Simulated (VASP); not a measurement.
Wanted: the native input for a VASP 6.6.1 run.

| Property | Result |
| --- | --- |
| Task | single point |
| Functional | PBEsol |
| Potentials or basis | VASP PAW PBE potentials, release 64 (Al, Ni) |
| Cutoff | 520 eV |
| k mesh | 14 × 14 × 14 |
| Occupations | methfessel-paxton, width 0.1 eV |
| Spin | no spin polarisation |
| Dipole correction | no |
| Further INCAR settings | ALGO = Fast; EDIFF = 1e-06; NBANDS = 24 |

The structure of AlNi3 lies in POSCAR:

```
AlNi3
1.0
    0.0000000000      2.8018887551      2.8018887551
    2.8018887551      0.0000000000      2.8018887551
    2.8018887551      2.8018887551      0.0000000000
Al Ni
1 3
Direct
    0.5000000000      0.5000000000      0.5000000000
    0.2500000000      0.2500000000      0.2500000000
    0.0000000000      0.0000000000      0.0000000000
    0.7500000000      0.7500000000      0.7500000000
```

One way to write it, as run:

INCAR

```
  PREC = Accurate
  ENCUT = 520
  EDIFF = 1E-6
  ISMEAR = 1
  SIGMA = 0.1
  LREAL = F
  LASPH = T
  NELM = 100
  ALGO = Fast
  ISIF = 2
  LWAVE = F
  LCHARG = F
  GGA = PS
  NBANDS = 24
```

KPOINTS

```
Automatic mesh
0
Gamma
  14 14 14
```

Potentials or basis: VASP PAW PBE potentials, release 64 (Al, Ni).

The run is started by

```bash
$ cat potpaw_PBE.64/Al/POTCAR potpaw_PBE.64/Ni/POTCAR > POTCAR
$ mpirun -np 1 vasp_std > vasp.out
```

It gave:

```yaml
Pressure: -0.7 GPa
Band_gap_on_the_k_mesh: zero (an odd number of electrons rules out a gap without spin polarisation)
```

Caveat: the PAW data sets were made with another functional, which shifts forces and pressure a little.

It took 61 s on 1 thread of AMD EPYC 9R45 96-Core Processor (Zen 5), on a shared host, peak memory 0.2 GiB.
